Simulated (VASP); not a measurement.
# KH3F4 (R-3c) in VASP: single point with LDA

Aim: the single point of KH3F4 with LDA.

All numbers are computed with VASP 6.6.1; they aren't measurements. Logs are shortened: lines on timing, memory, paths and dates and some standing lists are left out, and cuts for length are marked.

## (1) The cell of the first run

It takes space group R-3c (No. 167, trigonal). Conventional cell: a = 7.458 Å, b = 7.458 Å, c = 11.818 Å, α = 90.00°, β = 90.00°, γ = 120.00°. Within 3.6 Å of K (site symmetry -3) lie 8 F at 2.71 to 2.95 Å and 12 H at 3.17 to 3.37 Å. H (site symmetry 2) has 1 F at 0.78 Å within 1.1 Å. F (site symmetry 2) has 1 H at 0.78 Å within 1.1 Å. F (site symmetry 32) has 3 H at 1.63 Å within 2.2 Å.

## (2) Single point, LDA

INCAR reads:

```
SYSTEM = KH3F4
PREC = Accurate ; ENCUT = 520
EDIFF = 1E-7 ; ISMEAR = 0
SIGMA = 0.01 ; LREAL = Auto
LASPH = .TRUE. ; NELM = 80
ALGO = Normal ; ISIF = 2
LWAVE = .FALSE. ; LCHARG = .FALSE.
GGA = CA ; NBANDS = 54
```

KPOINTS reads:

```
Automatic mesh
0
G
  4 4 4
  0 0 0
```

POSCAR reads:

```
KH3F4
1.0
    3.7290000000      2.1529390000      3.9393330000
   -3.7290000000      2.1529390000      3.9393330000
    0.0000000000     -4.3058780000      3.9393330000
K H F
2 6 8
Direct
    0.0000000000      0.0000000000      0.0000000000
    0.5000000000      0.5000000000      0.5000000000
    0.4680000000      0.0320000000      0.2500000000
    0.2500000000      0.4680000000      0.0320000000
    0.0320000000      0.2500000000      0.4680000000
    0.5320000000      0.9680000000      0.7500000000
    0.7500000000      0.5320000000      0.9680000000
    0.9680000000      0.7500000000      0.5320000000
    0.5719500000      0.9280500000      0.2500000000
    0.2500000000      0.5719500000      0.9280500000
    0.9280500000      0.2500000000      0.5719500000
    0.4280500000      0.0719500000      0.7500000000
    0.7500000000      0.4280500000      0.0719500000
    0.0719500000      0.7500000000      0.4280500000
    0.2500000000      0.2500000000      0.2500000000
    0.7500000000      0.7500000000      0.7500000000
```

Potentials or basis: VASP PAW LDA potentials, release 64 (K_sv, H, F).

On the command line:

```bash
$ cat potpaw_LDA.64/K_sv/POTCAR potpaw_LDA.64/H/POTCAR potpaw_LDA.64/F/POTCAR > POTCAR
$ mpirun -np 1 vasp_std > vasp.out
```

OUTCAR:

```text
SYSTEM = KH3F4
   PREC = Accurate
   ENCUT = 520
   EDIFF = 1E-7
   ISMEAR = 0
   LREAL = Auto
   LASPH = .TRUE.
   NELM = 80
   ISIF = 2
   GGA = CA

 ion  position               nearest neighbor table
   1  0.000  0.000  0.000-  11 2.71  14 2.71  12 2.71   9 2.71  13 2.71  10 2.71
   2  0.500  0.500  0.500-  10 2.71  13 2.71  12 2.71   9 2.71  11 2.71  14 2.71
   3  0.468  0.032  0.250-   9 0.78
   4  0.250  0.468  0.032-  10 0.78
   5  0.032  0.250  0.468-  11 0.78
   6  0.532  0.968  0.750-  12 0.78
   7  0.750  0.532  0.968-  13 0.78
   8  0.968  0.750  0.532-  14 0.78
   9  0.572  0.928  0.250-   3 0.78   2 2.71   1 2.71
  10  0.250  0.572  0.928-   4 0.78   2 2.71   1 2.71
  11  0.928  0.250  0.572-   5 0.78   1 2.71   2 2.71
  12  0.428  0.072  0.750-   6 0.78   2 2.71   1 2.71
  13  0.750  0.428  0.072-   7 0.78   2 2.71   1 2.71
  14  0.072  0.750  0.428-   8 0.78   1 2.71   2 2.71
  15  0.250  0.250  0.250-
  16  0.750  0.750  0.750-

  LATTYP: Found a trigonal (rhomboedric) cell.
 ALAT       =     5.8360030691
 COS(alpha) =     0.1834482025

  Lattice vectors:

 A1 = (   3.7290000000,   2.1529390000,   3.9393330000)
 A2 = (  -3.7290000000,   2.1529390000,   3.9393330000)
 A3 = (   0.0000000000,  -4.3058780000,   3.9393330000)

Analysis of symmetry for initial positions (statically):
=====================================================================
 Subroutine PRICEL returns:
 Original cell was already a primitive cell.

 Routine SETGRP: Setting up the symmetry group for a
 trigonal (rhombohedral) supercell.

 Subroutine GETGRP returns: Found 12 space group operations
 (whereof  6 operations were pure point group operations)
 out of a pool of 12 trial point group operations.

The static configuration has the point symmetry S_6 .
 The point group associated with its full space group is D_3d.

Analysis of symmetry for dynamics (positions and initial velocities):
=====================================================================
 Subroutine PRICEL returns:
 Original cell was already a primitive cell.

 Routine SETGRP: Setting up the symmetry group for a
 trigonal (rhombohedral) supercell.

 Subroutine GETGRP returns: Found 12 space group operations
 (whereof  6 operations were pure point group operations)
 out of a pool of 12 trial point group operations.

The dynamic configuration has the point symmetry S_6 .
 The point group associated with its full space group is D_3d.

 Subroutine INISYM returns: Found 12 space group operations
 (whereof  6 operations are pure point group operations),
 and found     1 'primitive' translations

----------------------------------------------------------------------------------------

                                     Primitive cell

  volume of cell :     189.7571

  direct lattice vectors                    reciprocal lattice vectors
     3.729000000  2.152939000  3.939333000     0.134084205  0.077413557  0.084616694
    -3.729000000  2.152939000  3.939333000    -0.134084205  0.077413557  0.084616694
     0.000000000 -4.305878000  3.939333000     0.000000000 -0.154827115  0.084616694

  length of vectors
     5.836003069  5.836003069  5.836002899     0.176440975  0.176440975  0.176440982

  position of ions in fractional coordinates (direct lattice)
     0.000000000  0.000000000  0.000000000
     0.500000000  0.500000000  0.500000000
     0.468000000  0.032000000  0.250000000
     0.250000000  0.468000000  0.032000000
     0.032000000  0.250000000  0.468000000
     0.532000000  0.968000000  0.750000000
[... 8 lines left out ...]
     0.250000000  0.250000000  0.250000000
     0.750000000  0.750000000  0.750000000

  ion indices of the primitive-cell ions
   primitive index   ion index
                 1           1
                 2           2
                 3           3
                 4           4
                 5           5
                 6           6
[... 8 lines left out ...]
                15          15
                16          16

----------------------------------------------------------------------------------------

 KPOINTS: Automatic mesh

Automatic generation of k-mesh.
 Grid dimensions read from file:
 generate k-points for:    4    4    4

 Generating k-lattice:

  Cartesian coordinates                     Fractional coordinates (reciprocal lattice)
     0.033521051  0.019353389  0.021154173     0.250000000 -0.000000000  0.000000000
    -0.033521051  0.019353389  0.021154173    -0.000000000  0.250000000  0.000000000
     0.000000000 -0.038706779  0.021154173     0.000000000  0.000000000  0.250000000

  Length of vectors
     0.044110244  0.044110244  0.044110246

  Shift w.r.t. Gamma in fractional coordinates (k-lattice)
     0.000000000  0.000000000  0.000000000

 Subroutine IBZKPT returns following result:
 ===========================================

 Found     13 irreducible k-points:

 Following reciprocal coordinates:
            Coordinates               Weight
  0.000000  0.000000  0.000000      1.000000
  0.250000 -0.000000 -0.000000      6.000000
  0.500000 -0.000000 -0.000000      3.000000
  0.250000  0.250000 -0.000000      6.000000
  0.500000  0.250000 -0.000000     12.000000
 -0.250000  0.250000  0.000000      6.000000
  0.500000  0.500000 -0.000000      3.000000
  0.250000  0.250000  0.250000      2.000000
  0.500000  0.250000  0.250000      6.000000
 -0.250000  0.250000  0.250000      6.000000
  0.500000  0.500000  0.250000      6.000000
 -0.250000  0.500000  0.250000      6.000000
  0.500000  0.500000  0.500000      1.000000
   k-points           NKPTS =     13   k-points in BZ     NKDIM =     13   number of bands    NBANDS=     54
   number of dos      NEDOS =    301   number of ions     NIONS =     16
   total plane-waves  NPLWV = 110592
   dimension x,y,z NGX =    48 NGY =   48 NGZ =   48
   dimension x,y,z NGXF=    96 NGYF=   96 NGZF=   96
   ions per type =               2   6   8
   NGX,Y,Z   is equivalent  to a cutoff of  13.67, 13.67, 13.67 a.u.
   NGXF,Y,Z  is equivalent  to a cutoff of  27.35, 27.35, 27.35 a.u.
 SYSTEM =  KH3F4
   PREC   = accura    normal or accurate (medium, high low for compatibility)
   ISTART =      0    job   : 0-new  1-cont  2-samecut
   ICHARG =      2    charge: 1-file 2-atom 10-const
   ISPIN  =      1    spin polarized calculation?
   LNONCOLLINEAR =      F non collinear calculations
   LSORBIT =      F    spin-orbit coupling
   LASPH  =      T    aspherical Exc in radial PAW
   ENCUT  =  520.0 eV  38.22 Ry    6.18 a.u.  10.85 10.85 10.85*2*pi/ulx,y,z
   NELM   =     80;   NELMIN=  2; NELMDL= -5     # of ELM steps
   EDIFF  = 0.1E-06   stopping-criterion for ELM
   LREAL  =      T    real-space projection
   EDIFFG = 0.1E-05   stopping-criterion for IOM
   NSW    =      0    number of steps for IOM
   IBRION =     -1    ionic relax: 0-MD 1-quasi-New 2-CG
   NFREE  =      0    steps in history (QN), initial steepest desc. (CG)
   ISIF   =      2    stress and relaxation
   ISYM   =      2    0-nonsym 1-usesym 2-fastsym
   POTIM  = 0.5000    time-step for ionic-motion
   TEBEG  =    0.0;   TEEND  =   0.0 temperature during run
   PSTRESS=    0.0 pullay stress
   NELECT =      80.0000    total number of electrons
   NUPDOWN=      -1.0000    fix difference up-down
   EMIN   =  10.00;   EMAX   =-10.00  energy-range for DOS
   EFERMI =   0.00;   METHOD = LEGACY
   ISMEAR =     0;   SIGMA  =   0.01  broadening in eV -4-tet -1-fermi 0-gaus
   EFERMI_NEDOS =   21; number of points for ismear=-14 and -15
   IALGO  =     38    algorithm
   IMIX   =      4    mixing-type and parameters
     AMIX     =   0.40;   BMIX     =  1.00
     AMIX_MAG =   1.60;   BMIX_MAG =  1.00
  volume/ion in A,a.u.               =      11.86        80.03
  Fermi-wavevector in a.u.,A,eV,Ry     =   1.227549  2.319731 20.502297  1.506876
  Thomas-Fermi vector in A             =   2.362508
   LORBIT       =      0    0 simple, 1 ext, 2 COOP (PROOUT), +10 PAW based schemes
   GGA     = CA    functional components
   LHFCALC =     F    Hartree Fock is set to
   AEXX    =    0.0000 exact exchange contribution
   IVDW    =     0    specifies the selected vdW correction
   LEPSILON=     F    determine dielectric tensor
   LRPA    =     F    only Hartree local field effects (RPA)
 non-spin polarized calculation
 Gauss-broadening in eV      SIGMA  =   0.01
  energy-cutoff  :      520.00
  volume of cell :      189.76
 maximum number of plane-waves:      5127
 NGX is ok and might be reduce to    48
   NGX = 21   NGY = 21   NGZ = 21

 number of electron      80.0000045 magnetization

 Free energy of the ion-electron system (eV)
  ---------------------------------------------------
  ext. energy  EPLUGINS =         0.00000000
  ---------------------------------------------------
  free energy    TOTEN  =       -63.59124035 eV

  energy without entropy =      -63.59124035  energy(sigma->0) =      -63.59124035

 E-fermi :  -3.6748     XC(G=0):  -8.7147

 val. band max:       -3.7402224456   @ k =   0.2500   0.2500   0.2500
 cond. band min:       2.4581811794   @ k =   0.0000   0.0000   0.0000
 fundamental gap:      6.1984036250
 Fermi energy:        -3.6747729586

 k-point     1 :       0.0000    0.0000    0.0000
  band No.  band energies     occupation
      1     -29.5346      2.00000
      2     -29.5017      2.00000
      3     -27.4949      2.00000
      4     -27.4048      2.00000
      5     -27.4048      2.00000
      6     -27.3650      2.00000
[... 44 lines left out ...]
     51       8.0526      0.00000
     52       8.0526      0.00000

 k-point     2 :       0.2500   -0.0000   -0.0000
  band No.  band energies     occupation
      1     -29.5289      2.00000
      2     -29.5057      2.00000
      3     -27.4892      2.00000
      4     -27.4271      2.00000
      5     -27.3981      2.00000
      6     -27.3669      2.00000
[... 44 lines left out ...]
     51       8.1918      0.00000
     52       8.4528      0.00000

 k-point     3 :       0.5000   -0.0000   -0.0000
  band No.  band energies     occupation
      1     -29.5164      2.00000
      2     -29.5164      2.00000
      3     -27.4657      2.00000
      4     -27.4657      2.00000
      5     -27.3804      2.00000
      6     -27.3804      2.00000
[... 44 lines left out ...]
     51       8.0810      0.00000
     52       8.0810      0.00000
[... 441 lines left out ...]
 k-point    12 :      -0.2500    0.5000    0.2500
  band No.  band energies     occupation
      1     -29.5149      2.00000
      2     -29.5149      2.00000
      3     -27.4542      2.00000
      4     -27.4542      2.00000
      5     -27.3912      2.00000
      6     -27.3912      2.00000
[... 44 lines left out ...]
     51       8.0672      0.00000
     52       8.0672      0.00000

 k-point    13 :       0.5000    0.5000    0.5000
  band No.  band energies     occupation
      1     -29.5137      2.00000
      2     -29.5137      2.00000
      3     -27.4215      2.00000
      4     -27.4215      2.00000
      5     -27.3879      2.00000
      6     -27.3879      2.00000
[... 44 lines left out ...]
     51       7.7363      0.00000
     52       7.7363      0.00000
 [bands above 52 left out]

------------------------ aborting loop because EDIFF is reached ----------------------------------------

  FORCE on cell =-STRESS in cart. coord.  units (eV):
  Direction    XX          YY          ZZ          XY          YZ          ZX
  --------------------------------------------------------------------------------------
  -------------------------------------------------------------------------------------
  Total       45.0622783     45.0622719     -4.1667301     -0.0000000     -0.0000000     -0.0000000
  in kB      380.4746053    380.4745510    -35.1809770     -0.0000000     -0.0000000     -0.0000000
  external PRESSURE =     241.9227265 kB  Pullay stress =       0.0000000 kB

 VOLUME and BASIS-vectors are now :
 -----------------------------------------------------------------------------
  energy-cutoff  :      520.00
  volume of cell :      189.76
      direct lattice vectors                 reciprocal lattice vectors
     3.729000000  2.152939000  3.939333000     0.134084205  0.077413557  0.084616694
    -3.729000000  2.152939000  3.939333000    -0.134084205  0.077413557  0.084616694
     0.000000000 -4.305878000  3.939333000     0.000000000 -0.154827115  0.084616694

 POSITION                                       TOTAL-FORCE (eV/Angst)
 -----------------------------------------------------------------------------------
      0.00000      0.00000      0.00000        -0.000000     -0.000000      0.000000
      0.00000      0.00000      5.90900        -0.000000      0.000000      0.000000
      1.62584      0.00000      2.95450       -20.893170      0.000000     -0.000000
     -0.81292      1.40802      2.95450        10.446585    -18.094015      0.000000
     -0.81292     -1.40802      2.95450        10.446585     18.094015      0.000000
     -1.62584      0.00000      8.86350        20.893170     -0.000000      0.000000
[... 8 lines left out ...]
      0.00000      0.00000      2.95450        -0.000000     -0.000000      0.000000
      0.00000      0.00000      8.86350        -0.000000      0.000000      0.000000
 -----------------------------------------------------------------------------------
    total drift:                                0.000000     -0.000000      0.000000

  FREE ENERGIE OF THE ION-ELECTRON SYSTEM (eV)
  ---------------------------------------------------
  free  energy   TOTEN  =       -63.5912403498 eV

  energy  without entropy=      -63.5912403498  energy(sigma->0) =      -63.59124035
```

Run time: 3.1 min. Hardware: 1 thread of Intel Xeon Platinum 8488C (Sapphire Rapids), shared host; peak memory 0.3 GiB.

What came out:

```
Free energy            : -63.5912 eV
Pressure               : 24.2 GPa
Largest force          : 20.893 eV/Å
Band gap on the k mesh : 6.20 eV, indirect (least direct gap 6.26 eV)
```

Forces on the atoms (eV/Å):
```
K     0.000   0.000   0.000
K     0.000   0.000   0.000
H   -20.893   0.000   0.000
H    10.447 -18.094   0.000
H    10.447  18.094   0.000
H    20.893   0.000   0.000
H   -10.447  18.094   0.000
H   -10.447 -18.094   0.000
F    20.718   0.000   0.000
F   -10.359  17.942   0.000
F   -10.359 -17.942   0.000
F   -20.718   0.000   0.000
F    10.359 -17.942   0.000
F    10.359  17.942   0.000
F     0.000   0.000   0.000
F     0.000   0.000   0.000
```

Stress tensor (GPa, compression positive):
```
38.05  0.00  0.00
 0.00 38.05  0.00
 0.00  0.00 -3.52
```

Levels at points of the mesh, in eV from the valence-band top:
```tsv
k point	band 38	band 39	band 40	band 41	band 42	band 43
(0.00, 0.00, 0.00)	-0.29	-0.07	-0.06	6.20	9.43	9.43
(0.50, 0.00, 0.00)	-0.30	-0.07	-0.07	7.80	7.80	9.99
(0.50, 0.50, 0.00)	-0.23	-0.18	-0.01	8.68	8.70	8.88
(0.50, 0.50, 0.50)	-0.30	-0.11	-0.11	9.13	9.13	9.52
```

Caveat: forces of over 1 eV/Å act on the atoms, so gaps and moduli don't describe the material at rest. A k mesh can miss the band edges.
